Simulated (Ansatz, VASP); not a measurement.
# NiO: VASP beside Ansatz

```
Ni O
1.0
    -2.08238   -2.08238    4.18307
    -4.18307   -2.08238    2.08238
    -2.08238   -4.18307    2.08238
Ni O
2 2
Direct
  0.00000 0.00000 0.00000
  0.50000 0.50000 0.50000
  0.25000 0.25000 0.25000
  0.75000 0.75000 0.75000
```

Alike in both runs: task electric field gradients; functional PBE; k mesh 10 × 10 × 10; occupations gaussian, width 0.05 eV; collinear spin.

|  | VASP | Ansatz |
| --- | --- | --- |
| version | VASP 6.6.1 | Ansatz 0.2.0 |
| potentials or method | VASP PAW PBE potentials, release 64 (Ni, O), cutoff 520 eV | scalar-relativistic, plane waves, PAW |
| valence electrons in the cell | 32 | 48 |

Ansatz gave:

* gap on the k mesh at the Fermi level (eV): 0.96
* least direct gap on the mesh (eV): 1.16
* pressure (GPa): 0.0
* net moment per atom (μB): 0.00
* size of the moment on the site where the two differ most (μB): 1.37

Task: What did VASP give for the same quantities?

Result: gap on the k mesh at the Fermi level (eV): 0.93; least direct gap on the mesh (eV): 1.14; pressure (GPa): -0.1; net moment per atom (μB): 0.00; size of the moment on the site where the two differ most (μB): 1.35.

Site moments also hang on the region over which each program counts them. VASP's potentials hold 32 valence electrons a cell and Ansatz's 48, so a difference there can come from the potentials and not from the codes. Ansatz's warnings: stability check not made.
